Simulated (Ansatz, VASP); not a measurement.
## Cu in VASP and in Ansatz

Contents of INCAR:

```
  ALGO = Fast
  EDIFF = 1E-6
  ENCUT = 520
  GGA = PS
  ISIF = 2
  ISMEAR = 0
  LASPH = T
  LCHARG = F
  LREAL = F
  LWAVE = F
  NBANDS = 18
  NELM = 100
  PREC = Accurate
  SIGMA = 0.1
```

KPOINTS

```
k-points
0
Gamma
  24 24 12
```

File POSCAR:

```
Cu
1.0
    2.5205910253      0.0000000000      0.0000000000
   -1.2602955127      2.1828958605      0.0000000000
    0.0000000000      0.0000000000      4.1165232668
Cu
2
Direct
    0.3333333333      0.6666666667      0.2500000000
    0.6666666667      0.3333333333      0.7500000000
```

Input for Ansatz:

```yaml
crystal:
  lattice:
    - [2.5205910252, 0.0, 0.0]
    - [-1.2602955126, 2.1828958604, 0.0]
    - [0.0, 0.0, 4.1165232675]
  atoms:
    - { symbol: Cu, position: [0.3333333333, 0.6666666667, 0.25] }
    - { symbol: Cu, position: [0.6666666667, 0.3333333333, 0.75] }
basis:
  ecutwfc: 420
kpoints:
  mp_grid: { grid: [24, 24, 12] }
hamiltonian:
  xc: pbesol
scf:
  occupations: { method: gaussian, width: 0.1 }
output:
  forces: true
  stress: true
  eigenvalues: true
```

Alike in both runs: task single point; functional PBEsol; k mesh 24 × 24 × 12; occupations gaussian, width 0.1 eV; no spin polarisation.

```csv
,VASP,Ansatz
version,VASP 6.6.1,Ansatz 0.2.0
potentials or method,"VASP PAW PBE potentials, release 64 (Cu), cutoff 520 eV","scalar-relativistic, plane waves, PAW"
valence electrons in the cell,22,38
```

|  | VASP | Ansatz | Ansatz less VASP |
| --- | --- | --- | --- |
| gap on the k mesh at the Fermi level (eV) | none | none | - |
| pressure (GPa) | 0.8 | 0.0 | -0.81 |
| traceless stress, the component that is largest in VASP (GPa) | 0.46 | 0.46 | -0.005 |

VASP's potentials were made for PBE, not for PBEsol. A gap of «none» marks a metal or a gap that the smearing closes. VASP's potentials hold 22 valence electrons a cell and Ansatz's 38, so a difference there can come from the potentials and not from the codes.
